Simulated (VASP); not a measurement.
Here is a VASP 6.6.1 calculation.

Contents of POSCAR:

```
Mg2SO
1.0
    3.6859418653      0.0000000000      0.0000000000
    0.0000000000      3.6859418653      0.0000000000
    0.0000000000      0.0000000000      4.9845936571
O Mg S
1 2 1
Direct
    0.0000000000      0.0000000000      0.0000000000
    0.0000000000      0.5000000000      0.8086438575
    0.5000000000      0.0000000000      0.1913561425
    0.5000000000      0.5000000000      0.5000000000
```

Contents of INCAR.step1:

```
SYSTEM = Mg2SO
PREC = Accurate
ENCUT = 600
ISMEAR = -1
SIGMA = 0.02
LREAL = .FALSE.
LASPH = .TRUE.
NELM = 100
GGA = PE
ALGO = Normal
EDIFF = 1E-4
LWAVE = .TRUE.
LCHARG = .FALSE.
```

INCAR.step2

```
SYSTEM = Mg2SO
PREC = Accurate
ENCUT = 600
EDIFF = 1E-6
ISMEAR = -1
SIGMA = 0.02
LREAL = .FALSE.
LASPH = .TRUE.
NELM = 100
ALGO = Normal
ISIF = 3
LWAVE = .FALSE.
LCHARG = .FALSE.
METAGGA = R2SCAN
LMIXTAU = .TRUE.
IBRION = 2
NSW = 80
EDIFFG = -0.005
ISTART = 1
```

File KPOINTS:

```
Automatic mesh
0
G
  6 6 6
  0 0 0
```

Potentials or basis: VASP PAW PBE potentials, release 64 (O, Mg, S).

Launch:

```sh
$ cat potpaw_PBE.64/O/POTCAR potpaw_PBE.64/Mg/POTCAR potpaw_PBE.64/S/POTCAR > POTCAR
$ cp INCAR.step1 INCAR
$ mpirun -np 1 vasp_std > vasp.out
$ cp INCAR.step2 INCAR
$ mpirun -np 1 vasp_std > vasp.out
```

**Question.** Estimate the space group after relaxing (to 0.05 Å).

**Answer.** P-4m2 (No. 115).

**Question.** What does it give for the relaxed volume?

**Answer.** 16.40 Å³/atom.

**Question.** What does it give for the relaxed cell?

**Answer.** a = 3.664 Å, b = 3.664 Å, c = 4.888 Å, α = 90.00°, β = 90.00°, γ = 90.00°.

Final structure:
```
O Mg S
1.0
     3.66379    0.00000    0.00000
     0.00000    3.66379    0.00000
     0.00000    0.00000    4.88809
O Mg S
1 2 1
Direct
  0.00000 0.00000 0.00000
  0.00000 0.50000 0.81100
  0.50000 0.00000 0.18900
  0.50000 0.50000 0.50000
```

Caveat: the PAW data sets were made with another functional, which shifts forces and pressure a little.
